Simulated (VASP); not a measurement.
Crystal: GaAs2.

```xyz
6
Lattice="3.7650 0.0000 0.0000 0.0000 3.7650 0.0000 0.0000 0.0000 7.7954" Properties=species:S:1:pos:R:3 pbc="T T T"
Ga    0.0000    1.8825    2.1905
Ga    1.8825    0.0000    5.6049
As    0.0000    0.0000    0.0000
As    1.8825    1.8825    0.0000
As    0.0000    1.8825    4.9812
As    1.8825    0.0000    2.8141
```

Base run:

- Program: VASP 6.6.1
- Functional: PBE
- Dispersion: D3(BJ)
- Potentials or basis: VASP PAW PBE potentials, release 64 (Ga_d, As)
- Cutoff: 520 eV
- k mesh: 5 × 5 × 3
- Occupations: methfessel-paxton, width 0.0783 eV
- Spin: no spin polarisation

Its results: band gap on the k mesh zero (band 23 reaches 6.47 eV, above the bottom of band 24 at 5.45 eV); pressure 2.0 GPa; largest force 0.624 eV/Å.

Problem. The run is repeated on the same cell with these changes: dispersion from D3(BJ) to none. What comes out?

Solution. Band gap on the k mesh zero (band 23 reaches 6.47 eV, above the bottom of band 24 at 5.45 eV); pressure 5.8 GPa; largest force 0.633 eV/Å.

Dispersion adds attraction, which lowers the pressure at fixed volume and, as a term added to the energy, leaves the levels alone.

Caveats: pairwise dispersion overbinds metals, which lowers pressure and volume (some runs).
